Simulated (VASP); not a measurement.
# TaN (P-6m2) in VASP: further runs

TaN is run at these levels: LDA; tasks: vibrations by perturbation theory.

Program: VASP 6.6.1. These are calculated values, not measurements. Logs are shortened: lines on timing, memory, paths and dates and some standing lists are left out, and cuts for length are marked.

### 1 The cell of the first run

It takes space group P-6m2 (No. 187, hexagonal). The conventional cell has a = 2.884 Å, b = 2.884 Å, c = 2.832 Å, α = 90.00°, β = 90.00°, γ = 120.00°. Ta (site symmetry -6m2) has 6 N at 2.19 Å and 8 Ta at 2.83 to 2.88 Å within 2.9 Å. Within 2.9 Å of N (site symmetry -6m2) lie 6 Ta at 2.19 Å and 8 N at 2.83 to 2.88 Å.

### 2 Vibrations by perturbation theory, LDA

Contents of INCAR:

```
ALGO = Normal
EDIFF = 1E-8
ENCUT = 520
GGA = CA
IBRION = 8
ISIF = 2
ISMEAR = -1
LASPH = T
LCHARG = F
LREAL = F
LWAVE = F
NELM = 60
NSW = 1
PREC = Accurate
SIGMA = 0.15
```

Contents of KPOINTS:

```
k-points
0
Gamma
  18 18 14
```

Contents of POSCAR:

```
TaN
1.0
    2.8836492727      0.0000000000      0.0000000000
   -1.4418246364      2.4973135258      0.0000000000
    0.0000000000      0.0000000000      2.8323514719
Ta N
1 1
Direct
    0.3333333333      0.6666666667      0.5000000000
    0.0000000000      0.0000000000      0.0000000000
```

Potentials or basis: VASP PAW LDA potentials, release 64 (Ta_pv, N).

On the command line:

```console
cat potpaw_LDA.64/Ta_pv/POTCAR potpaw_LDA.64/N/POTCAR > POTCAR
mpirun -np 1 vasp_std > vasp.out
```

OUTCAR:

```text
EDIFF = 1E-8
   ENCUT = 520
   GGA = CA
   IBRION = 8
   ISIF = 2
   ISMEAR = -1
   LASPH = T
   LREAL = F
   NELM = 60
   NSW = 1
   PREC = Accurate

 ion  position               nearest neighbor table
   1  0.333  0.667  0.500-   2 2.19   2 2.19   2 2.19   2 2.19   2 2.19   2 2.19
   2  0.000  0.000  0.000-   1 2.19   1 2.19   1 2.19   1 2.19   1 2.19   1 2.19

  LATTYP: Found a hexagonal cell.
 ALAT       =     2.8836492727
 C/A-ratio  =     0.9822108045

  Lattice vectors:

 A1 = (   2.8836492727,   0.0000000000,   0.0000000000)
 A2 = (  -1.4418246364,   2.4973135258,   0.0000000000)
 A3 = (   0.0000000000,   0.0000000000,   2.8323514719)

Analysis of symmetry for initial positions (statically):
=====================================================================
 Subroutine PRICEL returns:
 Original cell was already a primitive cell.

 Routine SETGRP: Setting up the symmetry group for a
 hexagonal supercell.

 Subroutine GETGRP returns: Found 12 space group operations
 (whereof 12 operations were pure point group operations)
 out of a pool of 24 trial point group operations.

The static configuration has the point symmetry D_3h.

Analysis of symmetry for dynamics (positions and initial velocities):
=====================================================================
 Subroutine PRICEL returns:
 Original cell was already a primitive cell.

 Routine SETGRP: Setting up the symmetry group for a
 hexagonal supercell.

 Subroutine GETGRP returns: Found 12 space group operations
 (whereof 12 operations were pure point group operations)
 out of a pool of 24 trial point group operations.

The dynamic configuration has the point symmetry D_3h.

 Subroutine INISYM returns: Found 12 space group operations
 (whereof 12 operations are pure point group operations),
 and found     1 'primitive' translations

----------------------------------------------------------------------------------------

                                     Primitive cell

  volume of cell :      20.3968

  direct lattice vectors                    reciprocal lattice vectors
     2.883649273  0.000000000  0.000000000     0.346782811  0.200215149  0.000000000
    -1.441824636  2.497313526  0.000000000     0.000000000  0.400430298  0.000000000
     0.000000000  0.000000000  2.832351472     0.000000000  0.000000000  0.353063527

  length of vectors
     2.883649273  2.883649273  2.832351472     0.400430298  0.400430298  0.353063527

  position of ions in fractional coordinates (direct lattice)
     0.333333333  0.666666667  0.500000000
     0.000000000  0.000000000  0.000000000

  ion indices of the primitive-cell ions
   primitive index   ion index
                 1           1
                 2           2

----------------------------------------------------------------------------------------

 KPOINTS: k-points

Automatic generation of k-mesh.
 Grid dimensions read from file:
 generate k-points for:   18   18   14

 Generating k-lattice:

  Cartesian coordinates                     Fractional coordinates (reciprocal lattice)
     0.019265712  0.011123064  0.000000000     0.055555556 -0.000000000  0.000000000
     0.000000000  0.022246128  0.000000000     0.000000000  0.055555556  0.000000000
     0.000000000  0.000000000  0.025218823     0.000000000  0.000000000  0.071428571

  Length of vectors
     0.022246128  0.022246128  0.025218823

  Shift w.r.t. Gamma in fractional coordinates (k-lattice)
     0.000000000  0.000000000  0.000000000

 Subroutine IBZKPT returns following result:
[... 76 lines left out ...]
   AEXX    =    0.0000 exact exchange contribution
   IVDW    =     0    specifies the selected vdW correction
   LEPSILON=     F    determine dielectric tensor
   LRPA    =     F    only Hartree local field effects (RPA)
 non-spin polarized calculation
  energy-cutoff  :      520.00
  volume of cell :       20.40
 maximum number of plane-waves:       574
 NGX is ok and might be reduce to    24
   NGX = 11   NGY = 11   NGZ = 11

--------------------------------------- Ionic step        1  -------------------------------------------

 number of electron      15.9999999 magnetization

 Free energy of the ion-electron system (eV)
  ---------------------------------------------------
  ext. energy  EPLUGINS =         0.00000000
  ---------------------------------------------------
  free energy    TOTEN  =       -24.70190994 eV

  energy without entropy =      -24.69105541  energy(sigma->0) =      -24.69648268

 E-fermi :   8.7547     XC(G=0): -13.8806

 val. band max:        8.7196099634   @ k =   0.0556  -0.0000   0.4286
 cond. band min:       8.7933782001   @ k =   0.0000   0.0000   0.3571
 fundamental gap:      0.0737682366
 Fermi energy:         8.7547309324

 k-point     1 :       0.0000    0.0000    0.0000
  band No.  band energies     occupation
      1     -25.7707      2.00000
      2     -25.4681      2.00000
      3     -25.4681      2.00000
      4      -9.2495      2.00000
      5       3.9227      2.00000
      6       3.9227      2.00000
      7       4.2417      2.00000
      8       5.7677      2.00000
      9      11.5035      0.00000
     10      12.5434      0.00000
     11      12.5434      0.00000
     12      12.9625      0.00000
[... 331 lines left out ...]
 k-point    24 :       0.3889    0.1111    0.0000
  band No.  band energies     occupation
      1     -26.6691      2.00000
      2     -25.8446      2.00000
      3     -25.5878      2.00000
      4      -6.6607      2.00000
      5       0.3669      2.00000
      6       3.3023      2.00000
      7       4.3108      2.00000
      8       6.3118      2.00000
      9      11.1066      0.00000
     10      12.0125      0.00000
     11      13.6619      0.00000
     12      15.1340      0.00000

 [... further k-points ...]
[... 5 lines left out ...]
  --------------------------------------------------------------------------------------
  -------------------------------------------------------------------------------------
  Total        1.4153254      1.4153254      1.4462201     -0.0000000     -0.0000000      0.0000000
  in kB      111.1742589    111.1742589    113.6010461     -0.0000000     -0.0000000      0.0000000
  external PRESSURE =     111.9831880 kB  Pullay stress =       0.0000000 kB

 VOLUME and BASIS-vectors are now :
 -----------------------------------------------------------------------------
  energy-cutoff  :      520.00
  volume of cell :       20.40
      direct lattice vectors                 reciprocal lattice vectors
     2.883649273  0.000000000  0.000000000     0.346782811  0.200215149  0.000000000
    -1.441824636  2.497313526  0.000000000     0.000000000  0.400430298  0.000000000
     0.000000000  0.000000000  2.832351472     0.000000000  0.000000000  0.353063527

 POSITION                                       TOTAL-FORCE (eV/Angst)
 -----------------------------------------------------------------------------------
     -0.00000      1.66488      1.41618        -0.000000      0.000000      0.000000
      0.00000      0.00000      0.00000         0.000000     -0.000000      0.000000
 -----------------------------------------------------------------------------------
    total drift:                                0.000000     -0.000000     -0.000000

  FREE ENERGIE OF THE ION-ELECTRON SYSTEM (eV)
  ---------------------------------------------------
  free  energy   TOTEN  =       -24.7019099441 eV

  energy  without entropy=      -24.6910554124  energy(sigma->0) =      -24.69648268

[... ionic steps 2 to 3 ...]

--------------------------------------- Ionic step        4  -------------------------------------------

------------------------ aborting loop because EDIFF is reached ----------------------------------------
[... 11 lines left out ...]
[... ionic steps 8 to 8 ...]

--------------------------------------- Ionic step        9  -------------------------------------------

 Free energy of the ion-electron system (eV)
  ---------------------------------------------------
  ---------------------------------------------------
  free energy    TOTEN  =        -0.23182440 eV

  energy without entropy =       -0.23182440

------------------------ aborting loop because EDIFF is reached ----------------------------------------

 INTERNAL STRAIN TENSOR  FOR ION    2  DIRECTION 3   (eV/Angst):
 -----------------------------------------------------------------------------
     0.00334 -0.00000 -0.00000
    -0.00000  0.00334  0.00000
    -0.00000  0.00000  0.00977

 INTERNAL STRAIN TENSOR FOR ION    2 for displacements in x,y,z  (eV/Angst):
          X           Y           Z          XY          YZ          ZX
  --------------------------------------------------------------------------------
  x     0.00000    -0.00000     0.00000    -3.88684     0.00000     0.00000
  y    -3.88684     3.88684     0.00000    -0.00000     0.00000     0.00000
  z     0.00000     0.00000     0.00000     0.00000     0.00000     0.00000

 SECOND DERIVATIVES (NOT SYMMETRIZED)
 ------------------------------------
               1X          1Y          1Z          2X          2Y          2Z
  1X   -15.268948    0.000000    0.000000   15.268948   -0.000000    0.000000
  1Y     0.000000  -15.268948    0.000000   -0.000000   15.268948    0.000000
  1Z    -0.000000    0.000000  -17.310665    0.000000    0.000000   17.310665
  2X    15.273393   -0.000000    0.000000  -15.273393    0.000000    0.000000
  2Y    -0.000000   15.273393    0.000000    0.000000  -15.273393    0.000000
  2Z     0.000000   -0.000000   17.317310   -0.000000    0.000000  -17.317310

 Eigenvectors and eigenvalues of the dynamical matrix
 ----------------------------------------------------

   1 f  =   18.046336 THz   113.388474 2PiTHz  601.960978 cm-1    74.633616 meV
             X         Y         Z           dx          dy          dz
     -0.000000  1.664876  1.416176    -0.000000    0.000000   -0.267943
      0.000000  0.000000  0.000000     0.000000   -0.000000    0.963435
[... 21 lines left out ...]
   6 f/i=    0.000894 THz     0.005617 2PiTHz    0.029818 cm-1     0.003697 meV
             X         Y         Z           dx          dy          dz
     -0.000000  1.664876  1.416176     0.000000    0.000000   -0.963435
      0.000000  0.000000  0.000000     0.000000    0.000000   -0.267943

--------------------------------------------------------------------------------------------------------

 ELASTIC MODULI CONTR FROM IONIC RELAXATION (kBar)
 Direction    XX          YY          ZZ          XY          YZ          ZX
 --------------------------------------------------------------------------------
 XX         -55.3915     55.3915     -0.0000      0.0000      0.0000      0.0000
 YY          55.3915    -55.3915      0.0000      0.0000      0.0000     -0.0000
 ZZ          -0.0000      0.0000     -0.0000      0.0000      0.0000     -0.0000
 XY           0.0000      0.0000      0.0000    -55.3915      0.0000      0.0000
 YZ           0.0000      0.0000      0.0000      0.0000      0.0000      0.0000
 ZX           0.0000     -0.0000     -0.0000      0.0000      0.0000     -0.0000
 --------------------------------------------------------------------------------
```

Wall time 7.5 min (1 thread of Intel Xeon 6975P-C (Granite Rapids), shared host); peak memory 0.76 GiB.

Results:

- Highest phonon frequency at Γ: 602 cm⁻¹

Phonon frequencies in cm⁻¹ (negative: imaginary):
| q point | frequencies |
| --- | --- |
| (0.000, 0.000, 0.000) | 0 0 0 565 565 602 |

Caveat: the cell stands under pressure or tension, which shifts response properties; spin-orbit coupling is left out, which moves the levels of the heavy elements.

(Continued in part 2 of 3.)
